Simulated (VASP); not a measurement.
# Hf2Si (I4/mcm) in VASP: further runs

Hf2Si is run at these levels: PBEsol; tasks: single point.

All numbers are computed with VASP 6.6.1; they aren't measurements. Logs are shortened: lines on timing, memory, paths and dates and some standing lists are left out, and cuts for length are marked.

**1. The cell of the first run**

Symmetry: I4/mcm, No. 140, tetragonal system. The conventional cell has a = 6.185 Å, b = 6.185 Å, c = 4.886 Å, α = 90.00°, β = 90.00°, γ = 90.00°. Within 3.5 Å of Hf (site symmetry m2m) lie 4 Si at 2.63 Å and 11 Hf at 2.74 to 3.30 Å. Si (site symmetry 422) has 2 Si at 2.44 Å and 8 Hf at 2.63 Å within 3.2 Å.

**2. Single point, PBEsol (strain -0.050 along x and y, -0.050 along z)**

File INCAR:

```
SYSTEM = Hf2Si
ALGO = Fast
EDIFF = 1E-6
ENCUT = 520
GGA = PS
ISIF = 2
ISMEAR = 0
LASPH = .True.
LCHARG = .False.
LREAL = .False.
LWAVE = .False.
NBANDS = 33
NELM = 80
PREC = Accurate
SIGMA = 0.15
```

File KPOINTS:

```
k-points
0
Gamma
  12 12 12
  0 0 0
```

File POSCAR:

```
Hf2Si
1.0
   -3.0925596410      3.0925596410      2.4430272510
    3.0925596410     -3.0925596410      2.4430272510
    3.0925596410      3.0925596410     -2.4430272510
Hf Si
4 2
Direct
    0.8432528484      0.6567471516      0.5000000000
    0.3432528484      0.8432528484      0.1865056968
    0.1567471516      0.3432528484      0.5000000000
    0.6567471516      0.1567471516      0.8134943033
    0.7500000000      0.7500000000      0.0000000000
    0.2500000000      0.2500000000      0.0000000000
```

Potentials or basis: VASP PAW PBE potentials, release 64 (Hf_pv, Si).

Command:

```sh
$ cat potpaw_PBE.64/Hf_pv/POTCAR potpaw_PBE.64/Si/POTCAR > POTCAR
$ mpirun -np 1 vasp_std > vasp.out
```

OUTCAR:

```text
SYSTEM = Hf2Si
   EDIFF = 1E-6
   ENCUT = 520
   GGA = PS
   ISIF = 2
   ISMEAR = 0
   LASPH = .True.
   LREAL = .False.
   NELM = 80
   PREC = Accurate

 ion  position               nearest neighbor table
   1  0.843  0.657  0.500-   6 2.63   6 2.63   5 2.63   5 2.63   3 2.74   3 2.94   3 2.94   2 3.12
                             2 3.12   4 3.12   4 3.12   4 3.30   2 3.30   2 3.30   4 3.30
   2  0.343  0.843  0.187-   5 2.63   6 2.63   6 2.63   5 2.63   4 2.74   4 2.94   4 2.94   3 3.12
                             1 3.12   1 3.12   3 3.12   3 3.30   1 3.30   1 3.30   3 3.30
   3  0.157  0.343  0.500-   5 2.63   5 2.63   6 2.63   6 2.63   1 2.74   1 2.94   1 2.94   2 3.12
                             2 3.12   4 3.12   4 3.12   4 3.30   2 3.30   2 3.30   4 3.30
   4  0.657  0.157  0.813-   5 2.63   6 2.63   6 2.63   5 2.63   2 2.74   2 2.94   2 2.94   1 3.12
                             3 3.12   3 3.12   1 3.12   1 3.30   3 3.30   1 3.30   3 3.30
   5  0.750  0.750  0.000-   6 2.44   6 2.44   4 2.63   4 2.63   3 2.63   3 2.63   1 2.63   2 2.63
                             2 2.63   1 2.63
   6  0.250  0.250  0.000-   5 2.44   5 2.44   4 2.63   4 2.63   1 2.63   1 2.63   3 2.63   3 2.63
                             2 2.63   2 2.63

  LATTYP: Found a body centered tetragonal cell.
 ALAT       =     6.1851192820
 C/A-ratio  =     0.7899693246

  Lattice vectors:

 A1 = (  -3.0925596410,   3.0925596410,   2.4430272510)
 A2 = (   3.0925596410,  -3.0925596410,   2.4430272510)
 A3 = (   3.0925596410,   3.0925596410,  -2.4430272510)

Analysis of symmetry for initial positions (statically):
=====================================================================
 Subroutine PRICEL returns:
 Original cell was already a primitive cell.

 Routine SETGRP: Setting up the symmetry group for a
 body centered tetragonal supercell.

 Subroutine GETGRP returns: Found 16 space group operations
 (whereof  8 operations were pure point group operations)
 out of a pool of 16 trial point group operations.

The static configuration has the point symmetry C_4h.
 The point group associated with its full space group is D_4h.

Analysis of symmetry for dynamics (positions and initial velocities):
=====================================================================
 Subroutine PRICEL returns:
 Original cell was already a primitive cell.

 Routine SETGRP: Setting up the symmetry group for a
 body centered tetragonal supercell.

 Subroutine GETGRP returns: Found 16 space group operations
 (whereof  8 operations were pure point group operations)
 out of a pool of 16 trial point group operations.

The dynamic configuration has the point symmetry C_4h.
 The point group associated with its full space group is D_4h.

[... 106 lines left out ...]
   EDIFF  = 0.1E-05   stopping-criterion for ELM
   LREAL  =      F    real-space projection
[... 7 lines left out ...]
   TEBEG  =    0.0;   TEEND  =   0.0 temperature during run
   PSTRESS=    0.0 pullay stress
   NELECT =      48.0000    total number of electrons
   NUPDOWN=      -1.0000    fix difference up-down
   EMIN   =  10.00;   EMAX   =-10.00  energy-range for DOS
   EFERMI =   0.00;   METHOD = LEGACY
   ISMEAR =     0;   SIGMA  =   0.15  broadening in eV -4-tet -1-fermi 0-gaus
   EFERMI_NEDOS =   21; number of points for ismear=-14 and -15
   IALGO  =     68    algorithm
   IMIX   =      4    mixing-type and parameters
     AMIX     =   0.40;   BMIX     =  1.00
     AMIX_MAG =   1.60;   BMIX_MAG =  1.00
  volume/ion in A,a.u.               =      15.58       105.12
  Fermi-wavevector in a.u.,A,eV,Ry     =   1.311033  2.477494 23.385810  1.718809
  Thomas-Fermi vector in A             =   2.441523
   LORBIT       =      0    0 simple, 1 ext, 2 COOP (PROOUT), +10 PAW based schemes
   GGA     = PS    functional components
   LHFCALC =     F    Hartree Fock is set to
   AEXX    =    0.0000 exact exchange contribution
   IVDW    =     0    specifies the selected vdW correction
   LEPSILON=     F    determine dielectric tensor
   LRPA    =     F    only Hartree local field effects (RPA)
 non-spin polarized calculation
 RMM-DIIS sequential band-by-band and
 Gauss-broadening in eV      SIGMA  =   0.15
  energy-cutoff  :      520.00
  volume of cell :       93.46
 maximum number of plane-waves:      2570
 NGX is ok and might be reduce to    40
   NGX = 19   NGY = 19   NGZ = 19

 number of electron      48.0000002 magnetization

 Free energy of the ion-electron system (eV)
  ---------------------------------------------------
  ext. energy  EPLUGINS =         0.00000000
  ---------------------------------------------------
  free energy    TOTEN  =       -56.99206298 eV

  energy without entropy =      -56.96795751  energy(sigma->0) =      -56.98001024

 E-fermi :   7.3423     XC(G=0): -12.4464

 val. band max:        7.3378823532   @ k =  -0.4167   0.0833   0.0000
 cond. band min:       7.3434679554   @ k =  -0.0833  -0.4167   0.0833
 fundamental gap:      0.0055856022
 Fermi energy:         7.3422579376

 k-point     1 :       0.0000    0.0000    0.0000
  band No.  band energies     occupation
      1     -22.5728      2.00000
      2     -22.5463      2.00000
      3     -22.3140      2.00000
      4     -22.3140      2.00000
      5     -22.2736      2.00000
      6     -22.2736      2.00000
[... 853 lines left out ...]
     32      12.2814      0.00000
     33      12.7773      0.00000

 [... further k-points ...]

------------------------ aborting loop because EDIFF is reached ----------------------------------------

  FORCE on cell =-STRESS in cart. coord.  units (eV):
  Direction    XX          YY          ZZ          XY          YZ          ZX
  --------------------------------------------------------------------------------------
  -------------------------------------------------------------------------------------
  Total       17.7053219     17.7053219     18.5889194      0.0000000     -0.0000000      0.0000000
  in kB      303.5218357    303.5218357    318.6693227      0.0000000     -0.0000000      0.0000000
  external PRESSURE =     308.5709980 kB  Pullay stress =       0.0000000 kB

 VOLUME and BASIS-vectors are now :
 -----------------------------------------------------------------------------
  energy-cutoff  :      520.00
  volume of cell :       93.46
      direct lattice vectors                 reciprocal lattice vectors
    -3.092559641  3.092559641  2.443027251     0.000000000  0.161678369  0.204664111
     3.092559641 -3.092559641  2.443027251     0.161678369  0.000000000  0.204664111
     3.092559641  3.092559641 -2.443027251     0.161678369  0.161678369  0.000000000

 POSITION                                       TOTAL-FORCE (eV/Angst)
 -----------------------------------------------------------------------------------
      0.96950      2.12306      2.44303        -0.151327      0.151327      0.000000
      2.12306     -0.96950      2.44303         0.151327      0.151327      0.000000
      2.12306      0.96950      0.00000         0.151327     -0.151327     -0.000000
      0.96950      4.06206     -0.00000        -0.151327     -0.151327      0.000000
      0.00000      0.00000      3.66454         0.000000      0.000000      0.000000
      0.00000      0.00000      1.22151        -0.000000     -0.000000      0.000000
 -----------------------------------------------------------------------------------
    total drift:                               -0.000000     -0.000000      0.000000

  FREE ENERGIE OF THE ION-ELECTRON SYSTEM (eV)
  ---------------------------------------------------
  free  energy   TOTEN  =       -56.9920629757 eV

  energy  without entropy=      -56.9679575126  energy(sigma->0) =      -56.98001024
```

It took 5.7 min on 1 thread of Intel Xeon 6975P-C (Granite Rapids), shared host; peak memory 0.53 GiB.

Results:

```yaml
Free_energy: -56.9921 eV
Pressure: 30.9 GPa
Largest_force: 0.214 eV/Å
Band_gap_on_the_k_mesh: zero (bands 24 and 25 overlap by 0.86 eV)
```

Forces in eV/Å, atoms in the order of the input:
```
Hf  -0.151  0.151  0.000
Hf   0.151  0.151  0.000
Hf   0.151 -0.151  0.000
Hf  -0.151 -0.151  0.000
Si   0.000  0.000  0.000
Si   0.000  0.000  0.000
```

Caveat: the cell differs from its parent crystal (strain -0.050 along x and y, -0.050 along z); the cell stands under pressure; the PAW data sets were made with another functional, which shifts forces and pressure a little; spin-orbit coupling is left out, which moves the levels of the heavy elements.

**3. Single point, PBEsol (strain -0.050 along x and y, +0.000 along z)**

File INCAR:

```
  PREC = Accurate
  ENCUT = 520
  EDIFF = 1E-7
  ISMEAR = 0
  SIGMA = 0.15
  LREAL = F
  LASPH = T
  NELM = 60
  ALGO = Fast
  ISIF = 2
  LWAVE = F
  LCHARG = F
  GGA = PS
  NBANDS = 33
```

File KPOINTS:

```
Automatic mesh
0
Gamma
  12 12 12
```

Changes to POSCAR since step 2:

```diff
@@ -2,5 +2,5 @@
 1.0
-   -3.0925596410      3.0925596410      2.4430272510
-    3.0925596410     -3.0925596410      2.4430272510
-    3.0925596410      3.0925596410     -2.4430272510
+   -3.0925596410      3.0925596410      2.5716076326
+    3.0925596410     -3.0925596410      2.5716076326
+    3.0925596410      3.0925596410     -2.5716076326
 Hf Si
```

Potentials or basis: VASP PAW PBE potentials, release 64 (Hf_pv, Si).

Command:

```sh
$ cat potpaw_PBE.64/Hf_pv/POTCAR potpaw_PBE.64/Si/POTCAR > POTCAR
$ mpirun -np 1 vasp_std > vasp.out
```

It took 6.3 min on 1 thread of Intel Xeon 6975P-C (Granite Rapids), shared host; peak memory 0.54 GiB.

Results (log left out):

```
Free energy            : -57.6435 eV
Pressure               : 18.3 GPa
Largest force          : 0.063 eV/Å
Band gap on the k mesh : zero (bands 24 and 25 overlap by 1.01 eV)
```

Forces in eV/Å, atoms in the order of the input:
```
Hf  -0.045  0.045  0.000
Hf   0.045  0.045  0.000
Hf   0.045 -0.045  0.000
Hf  -0.045 -0.045  0.000
Si   0.000  0.000  0.000
Si   0.000  0.000  0.000
```

Stress tensor (GPa, compression positive):
```
21.67  0.00  0.00
 0.00 21.67  0.00
 0.00  0.00 11.58
```

Levels at points of the mesh, in eV from the Fermi level:
```
           k point  band 20  band 21  band 22  band 23  band 24  band 25  band 26  band 27  band 28  band 29
(0.00, 0.00, 0.00)    -1.56    -1.31    -1.27    -1.27    -0.73     1.79     2.26     2.34     3.10     3.10
(0.50, 0.00, 0.00)    -1.37    -0.76    -0.76    -0.70    -0.70     0.37     0.37     2.08     2.08     3.62
(0.50, 0.50, 0.00)    -2.13    -1.47    -1.19    -0.81    -0.01     1.20     1.66     1.74     2.35     3.14
(0.50, 0.50, 0.50)    -2.21    -0.93    -0.38     0.19     0.21     0.59     0.59     1.53     1.66     1.88
```

Caveat: the cell differs from its parent crystal (strain -0.050 along x and y, +0.000 along z); the stress differs along the axes, from 12 to 22 GPa; the PAW data sets were made with another functional, which shifts forces and pressure a little; spin-orbit coupling is left out, which moves the levels of the heavy elements.

[end of part 1 of 2]
